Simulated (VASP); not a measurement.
Set up this calculation in VASP 6.6.1, as the native input.

* Task: single point
* Functional: PBE
* Potentials or basis: VASP PAW PBE potentials, release 64 (Hf_pv, H)
* Cutoff: 500 eV
* k mesh: 5 × 5 × 5
* Occupations: gaussian, width 0.2 eV
* Spin: no spin polarisation
* Dipole correction: no
* Further INCAR settings: ALGO = Normal; EDIFF = 1e-06; NBANDS = 24

The structure of Hf3H lies in POSCAR:

```
Hf3H
1.0
    4.2486341308      0.0000000000      0.0000000000
    0.0000000000      4.2486341308      0.0000000000
    0.0000000000      0.0000000000      4.1838615453
Hf H
3 1
Direct
    0.0000000000      0.5000000000      0.5000000000
    0.5000000000      0.0000000000      0.5000000000
    0.5000000000      0.5000000000      0.0000000000
    0.0000000000      0.0000000000      0.0000000000
```

The input as run:

INCAR

```
SYSTEM = Hf3H
  PREC = Accurate
  ENCUT = 500
  EDIFF = 1E-6
  ISMEAR = 0
  SIGMA = 0.2
  LREAL = .False.
  LASPH = .True.
  NELM = 120
  ALGO = Normal
  ISIF = 2
  LWAVE = .False.
  LCHARG = .False.
  GGA = PE
  NBANDS = 24
  GGA_COMPAT = .False.
```

KPOINTS

```
Automatic mesh
0
Gamma
  5 5 5
  0 0 0
```

Potentials or basis: VASP PAW PBE potentials, release 64 (Hf_pv, H).

Run with:

```bash
$ cat potpaw_PBE.64/Hf_pv/POTCAR potpaw_PBE.64/H/POTCAR > POTCAR
$ mpirun -np 1 vasp_std > vasp.out
```

It gave:

| Item | Value |
| --- | --- |
| Pressure | -0.3 GPa |

Wall time 52 s on 1 thread of AMD EPYC 7R13, with other jobs on the host, peak memory 0.15 GiB.
